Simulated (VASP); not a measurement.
MgO, 2 atoms in the cell. Symmetry: Fm-3m, No. 225, cubic system. Conventional cell: a = 4.194 Å, b = 4.194 Å, c = 4.194 Å, α = 90.00°, β = 90.00°, γ = 90.00°. Within 2.8 Å of Mg (site symmetry m-3m) lie 6 O at 2.10 Å. Within 2.8 Å of O (site symmetry m-3m) lie 6 Mg at 2.10 Å. 

| Item | Value |
| --- | --- |
| Program | VASP 6.6.1 |
| Task | elastic constants |
| Functional | LDA |
| Potentials or basis | VASP PAW LDA potentials, release 64 (Mg, O) |
| Cutoff | 600 eV |
| k mesh | 8 × 8 × 8 |
| Occupations | fermi-dirac, width 0.05 eV |
| Spin | no spin polarisation |
| Dipole correction | no |
| Ions in elastic constants | relaxed |
| Further INCAR settings | ALGO = Normal; EDIFF = 1e-08; NBANDS = 11; IBRION = 6; POTIM = 0.015; NSW = 1; ISIF = 3 |

Potentials or basis: VASP PAW LDA potentials, release 64 (Mg, O).

Command:

```sh
$ cat potpaw_LDA.64/Mg/POTCAR potpaw_LDA.64/O/POTCAR > POTCAR
$ mpirun -np 1 vasp_std > vasp.out
```

Hardware: 1 thread of Intel(R) Xeon(R) Platinum 8559C (Emerald Rapids), on a shared host.

Question: How long does it take, and how much memory?

Answer: Wall time 63 s on 1 thread of Intel(R) Xeon(R) Platinum 8559C (Emerald Rapids) (shared host), peak memory 0.19 GiB. Counts: scf iterations 145, k points 29.
